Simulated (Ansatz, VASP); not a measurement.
## Si2W: VASP beside Ansatz

The input INCAR:

```
SYSTEM = Si2W
PREC = Accurate ; ENCUT = 520
EDIFF = 1E-7 ; ISMEAR = 0
SIGMA = 0.03 ; LREAL = .FALSE.
LASPH = .TRUE. ; NELM = 60
ALGO = Normal ; ISIF = 2
LWAVE = .FALSE. ; LCHARG = .FALSE.
GGA = CA ; NBANDS = 43
```

Contents of KPOINTS:

```
regular mesh
0
G
  9 9 6
  0 0 0
```

POSCAR

```
Si2W
1.0
    4.5515367784      0.0000000000      0.0000000000
   -2.2757683892      3.9417464763      0.0000000000
    0.0000000000      0.0000000000      6.5670079528
Si W
6 3
Direct
    0.8044091907      0.6088183814      0.5000000000
    0.1955908093      0.8044091907      0.8333333333
    0.6088183814      0.8044091907      0.1666666667
    0.1955908093      0.3911816186      0.5000000000
    0.8044091907      0.1955908093      0.8333333333
    0.3911816186      0.1955908093      0.1666666667
    0.0000000000      0.5000000000      0.1666666667
    0.5000000000      0.5000000000      0.8333333333
    0.5000000000      0.0000000000      0.5000000000
```

Input for Ansatz:

```yaml
crystal:
  lattice:
    - [4.5515367784, 0.0, 0.0]
    - [-2.2757683892, 3.9417464763, 0.0]
    - [0.0, 0.0, 6.5670079528]
  atoms:
    - { symbol: Si, position: [0.8044091907, 0.6088183814, 0.5] }
    - { symbol: Si, position: [0.1955908093, 0.8044091907, 0.8333333333] }
    - { symbol: Si, position: [0.6088183814, 0.8044091907, 0.1666666667] }
    - { symbol: Si, position: [0.1955908093, 0.3911816186, 0.5] }
    - { symbol: Si, position: [0.8044091907, 0.1955908093, 0.8333333333] }
    - { symbol: Si, position: [0.3911816186, 0.1955908093, 0.1666666667] }
    - { symbol: W, position: [0.0, 0.5, 0.1666666667] }
    - { symbol: W, position: [0.5, 0.5, 0.8333333333] }
    - { symbol: W, position: [0.5, 0.0, 0.5] }
basis:
  ecutwfc: 420
kpoints:
  mp_grid: { grid: [9, 9, 6] }
hamiltonian:
  xc: lda
  pseudopotentials: { kind: paw, azcp: { folder: soft_1 } }
scf:
  occupations: { method: gaussian, width: 0.03 }
output:
  forces: true
  stress: true
  eigenvalues: true
```

Alike in both runs: task single point; functional LDA; k mesh 9 × 9 × 6; occupations gaussian, width 0.03 eV; no spin polarisation.

|  | VASP | Ansatz |
| --- | --- | --- |
| version | VASP 6.6.1 | Ansatz 0.2.0 |
| potentials or method | VASP PAW LDA potentials, release 64 (Si, W_sv), cutoff 520 eV | scalar-relativistic, plane waves, PAW |
| valence electrons in the cell | 66 | 66 |

|  | VASP | Ansatz | Ansatz less VASP |
| --- | --- | --- | --- |
| gap on the k mesh at the Fermi level (eV) | 0.53 | 0.52 | -0.003 |
| least direct gap on the mesh (eV) | 0.87 | 0.87 | +0.002 |
| pressure (GPa) | 11.2 | 10.5 | -0.74 |
| traceless stress, the component that is largest in VASP (GPa) | -3.28 | -3.36 | -0.079 |
| rms of the force components (eV/Å) | 1.784 | 1.775 | -0.0087 |

Ansatz warns that its potentials were made for another functional, while VASP's fit it. LDA's correlation is that of Perdew and Zunger in VASP and of Perdew and Wang (1992) in Ansatz. Atom by atom the forces differ by 0.009 eV/Å (rms over components).

Neither program's run includes spin-orbit coupling.
